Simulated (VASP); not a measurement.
Wanted: the native input for a VASP 6.6.1 run.

```
Task                   : single point
Functional             : LDA
Potentials or basis    : VASP PAW LDA potentials, release 64 (Ir)
Cutoff                 : 520 eV
k mesh                 : 18 × 18 × 10
Occupations            : gaussian, width 0.15 eV
Spin                   : no spin polarisation
Dipole correction      : no
Further INCAR settings : ALGO = Fast; EDIFF = 1e-06; NBANDS = 16
```

The structure of Ir lies in POSCAR:

```
Ir
1.0
    2.8315000000      0.0000000000      0.0000000000
   -1.4157500000      2.4521509308      0.0000000000
    0.0000000000      0.0000000000      4.3131000000
Ir
2
Direct
    0.6666666667      0.3333333333      0.7500000000
    0.3333333333      0.6666666667      0.2500000000
```

This isn't the form of Ir at room conditions, which is fcc.

These files were run (other wordings do the same):

INCAR

```
SYSTEM = Ir
PREC = Accurate
ENCUT = 520
EDIFF = 1E-6
ISMEAR = 0
SIGMA = 0.15
LREAL = .FALSE.
LASPH = .TRUE.
NELM = 100
ALGO = Fast
ISIF = 2
LWAVE = .FALSE.
LCHARG = .FALSE.
NBANDS = 16
```

KPOINTS

```
regular mesh
0
G
  18 18 10
  0 0 0
```

Potentials or basis: VASP PAW LDA potentials, release 64 (Ir).

Command:

```bash
$ cat potpaw_LDA.64/Ir/POTCAR > POTCAR
$ mpirun -np 1 vasp_std > vasp.out
```

It gave:

```
Pressure               : -20.8 GPa
Band gap on the k mesh : zero (bands 9 and 10 overlap by 2.93 eV)
```

Caveat: the cell stands under tension; spin-orbit coupling is left out, which moves the levels of the heavy elements.

Wall time 90 s on 1 thread of AMD EPYC 9R45 (Zen 5), on a shared host, peak memory 0.16 GiB.
